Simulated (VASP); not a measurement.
A run of VASP 6.6.1 is set up as follows.

File INCAR:

```
SYSTEM = CdS
  PREC = Accurate
  ENCUT = 520
  EDIFF = 1E-6
  ISMEAR = -1
  SIGMA = 0.02
  LREAL = .FALSE.
  LASPH = .TRUE.
  NELM = 80
  ALGO = Normal
  ISIF = 2
  LWAVE = .FALSE.
  LCHARG = .FALSE.
  GGA = PE
  NBANDS = 16
```

File KPOINTS:

```
Automatic mesh
0
G
  8 8 8
  0 0 0
```

POSCAR

```
CdS
1.0
    0.0000000000      2.7957802499      3.1399941717
    2.7957802499      0.0000000000      3.1399941717
    2.7957802499      2.7957802499      0.0000000000
Cd S
1 1
Direct
    0.0000000000      0.0000000000      0.0000000000
    0.2500000000      0.2500000000      0.2500000000
```

Potentials or basis: VASP PAW PBE potentials, release 64 (Cd, S).

Launch:

```console
$ cat potpaw_PBE.64/Cd/POTCAR potpaw_PBE.64/S/POTCAR > POTCAR
$ mpirun -np 1 vasp_std > vasp.out
```

**Question.** Predict the band gap on the k mesh.

**Answer.** 1.00 eV, direct.

**Question.** Estimate the pressure.

**Answer.** 3.5 GPa.

Stress tensor (GPa, compression positive):
```
4.36 0.00 0.00
0.00 4.36 0.00
0.00 0.00 1.87
```

Caveat: the cell differs from its parent crystal (epitaxial xy strain -4.9%).
